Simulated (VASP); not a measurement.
A run of VASP 6.6.1:

Contents of INCAR:

```
SYSTEM = BN
ALGO     = Normal         ! electronic algorithm
EDIFF    = 1E-7           ! SCF threshold, eV
ENCUT    = 520            ! plane-wave cutoff, eV
GGA      = PE             ! functional
ISIF     = 2              ! what is computed and relaxed
ISMEAR   = 0              ! smearing method
LASPH    = .TRUE.         ! aspherical terms in the spheres
LCHARG   = .FALSE.        ! write CHGCAR
LREAL    = .FALSE.        ! projectors in reciprocal space
LWAVE    = .FALSE.        ! write WAVECAR
NBANDS   = 16             ! bands
NELM     = 80             ! most SCF steps
PREC     = Accurate       ! precision mode
SIGMA    = 0.05           ! smearing width, eV
```

KPOINTS

```
k-points
0
G
  12 12 6
  0 0 0
```

Contents of POSCAR:

```
BN
1.0
    2.5539396017      0.0000000000      0.0000000000
   -1.2769698009      2.2117765748      0.0000000000
    0.0000000000      0.0000000000      4.2268550000
B N
2 2
Direct
    0.6666666667      0.3333333333      0.9997240000
    0.3333333333      0.6666666667      0.4997240000
    0.5793227787      0.2693931696      0.6016177482
    0.3333333333      0.6666666667      0.1252760000
```

Potentials or basis: VASP PAW PBE potentials, release 64 (B, N).

The run is started by

```bash
$ cat potpaw_PBE.64/B/POTCAR potpaw_PBE.64/N/POTCAR > POTCAR
$ mpirun -np 1 vasp_std > vasp.out
```

Hardware: 1 thread of Intel(R) Xeon(R) 6975P-C (Granite Rapids), on a shared host.

Q: Estimate the wall time of this run.

A: Run time: 59 s on 1 thread of Intel(R) Xeon(R) 6975P-C (Granite Rapids) (shared host), peak memory 0.24 GiB. Counts: scf iterations 14, k points 436.
